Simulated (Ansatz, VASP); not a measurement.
**Two plane-wave programs on Ga**

The input INCAR:

```
SYSTEM = Ga
PREC = Accurate ; ENCUT = 520
EDIFF = 1E-8 ; ISMEAR = -1
SIGMA = 0.08 ; LREAL = .FALSE.
LASPH = .TRUE. ; NELM = 60
ALGO = Normal ; ISIF = 2
LWAVE = .FALSE. ; LCHARG = .FALSE.
GGA = PE ; LEFG = .TRUE.
NBANDS = 20
```

The input KPOINTS:

```
Automatic mesh
0
G
  12 12 10
  0 0 0
```

POSCAR

```
Ga
1.0
    1.4645000000     -4.1056500000      0.0000000000
    1.4645000000      4.1056500000      0.0000000000
    0.0000000000      0.0000000000      3.1700000000
Ga
2
Direct
    0.8670000000      0.1330000000      0.2500000000
    0.1330000000      0.8670000000      0.7500000000
```

Input for Ansatz:

```yaml
crystal:
  lattice:
    - [1.4645, -4.10565, 0.0]
    - [1.4645, 4.10565, 0.0]
    - [0.0, 0.0, 3.17]
  atoms:
    - { symbol: Ga, position: [0.867, 0.133, 0.25] }
    - { symbol: Ga, position: [0.133, 0.867, 0.75] }
kpoints:
  mp_grid: { grid: [12, 12, 10] }
scf:
  occupations: { method: fermi_dirac, width: 0.08 }
hamiltonian:
  xc: pbe
  pseudopotentials: { kind: paw }
output:
  forces: true
  stress: true
  eigenvalues: true
  efg: { contact_densities: true }
  write_density: true
  write_potential: true
  elf: true
  volumetric_format: npy
```

Change from the starting cell: equal xx and yy strain of +1 %, PAW files.

Alike in both runs: task electric field gradients; functional PBE; k mesh 12 × 12 × 10; occupations fermi-dirac, width 0.08 eV; no spin polarisation.

```csv
,VASP,Ansatz
version,VASP 6.6.1,Ansatz 0.2.0
potentials or method,"VASP PAW PBE potentials, release 64 (Ga_d)","PAW with Ansatz's default frozen-core files, scalar-relativistic"
plane-wave cutoff (eV),520,420
valence electrons in the cell,26,26
```

|  | VASP | Ansatz | Ansatz less VASP |
| --- | --- | --- | --- |
| pressure (GPa) | 0.7 | 0.6 | -0.10 |
| traceless stress, the component that is largest in VASP (GPa) | -2.38 | -2.36 | +0.017 |
| rms of the force components (eV/Å) | 0.109 | 0.108 | -0.0007 |
| size of Vzz on the site where it differs most (V/Å²) | 26.3 | 27.9 | +1.55 |

Atom by atom the forces differ by 0.001 eV/Å (rms over components).
